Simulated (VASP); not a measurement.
Runs of VASP 6.6.1 on TaN. The structure is that of space group Fm-3m (No. 225), or close to it. The cells are those of the table. 

```tsv
task	level	potentials or basis	cell	k mesh	cutoff (eV)	smearing	k mesh for the DOS	occupations for the DOS	second run	gap on the mesh (eV)	pressure (GPa)
single point	PBE	VASP PAW PBE potentials, release 64 (Ta_pv, N)	a = 3.092 Å, angles 60.0°, 2 atoms	16 × 16 × 16	520	gaussian 0.1 eV	-	-	-	none	(c)
single point	PBE	VASP PAW PBE potentials, release 64 (Ta_pv, N)	a = 3.060 Å, angles 60.0°, 2 atoms	16 × 16 × 16	520	gaussian 0.1 eV	-	-	-	none	24.5
single point	PBE	VASP PAW PBE potentials, release 64 (Ta_pv, N)	a = 3.004 Å, angles 60.0°, 2 atoms	16 × 16 × 16	520	gaussian 0.1 eV	-	-	-	none	51.5
single point	LDA	VASP PAW LDA potentials, release 64 (Ta_pv, N)	a = 3.123 Å, angles 60.0°, 2 atoms	16 × 16 × 16	600	gaussian 0.1 eV	-	-	-	none	-14.3
single point	PBE	VASP PAW PBE potentials, release 64 (Ta_pv, N)	a = 3.054 Å, angles 60.0°, 2 atoms	16 × 16 × 16	520	gaussian 0.1 eV	-	-	-	none	26.9
single point	PBE	VASP PAW PBE potentials, release 64 (Ta_pv, N)	a = 3.215, b = 3.238, c = 3.238 Å, angles 59.5, 60.2, 60.2°, 2 atoms	14 × 14 × 14	520	gaussian 0.1 eV	-	-	-	none	-26.0
single point	PBE	VASP PAW PBE potentials, release 64 (Ta_sv_GW, N)	a = 3.082 Å, angles 60.0°, 2 atoms	16 × 16 × 16	600	gaussian 0.1 eV	-	-	valence_matched	none	(a)
single point	PBE	VASP PAW PBE potentials, release 64 (Ta_pv, N)	a = 3.185 Å, angles 60.0°, 2 atoms	16 × 16 × 16	520	gaussian 0.1 eV	-	-	-	none	(b)
relaxation of cell and atoms	PBE	VASP PAW PBE potentials, release 64 (Ta_pv, N)	relaxed from a = 3.123 Å, angles 60.0°, 2 atoms	16 × 16 × 16	600	fermi-dirac 0.15 eV	-	-	-	none	0.0
single point	PBE	VASP PAW PBE potentials, release 64 (Ta_pv, N)	a = 3.224 Å, angles 60.0°, 2 atoms	16 × 16 × 16	520	gaussian 0.1 eV	-	-	-	none	-24.9
single point	PBE	VASP PAW PBE potentials, release 64 (Ta_pv, N)	a = 3.127 Å, angles 60.0°, 2 atoms	16 × 16 × 16	520	gaussian 0.1 eV	-	-	-	none	-0.3
```

Alike in all rows: no spin polarisation.

Q: Fill in the values left out.

A: (a) 14.7; (b) -16.3; (c) 11.7.

Caveats: spin-orbit coupling is left out, which moves the levels of the heavy elements.

A k mesh can miss the band edges, and the runs leave out spin-orbit coupling on Ta.

A gap of «none» marks levels without a gap at the run's occupations.

The runs don't all hold the same shells in valence.
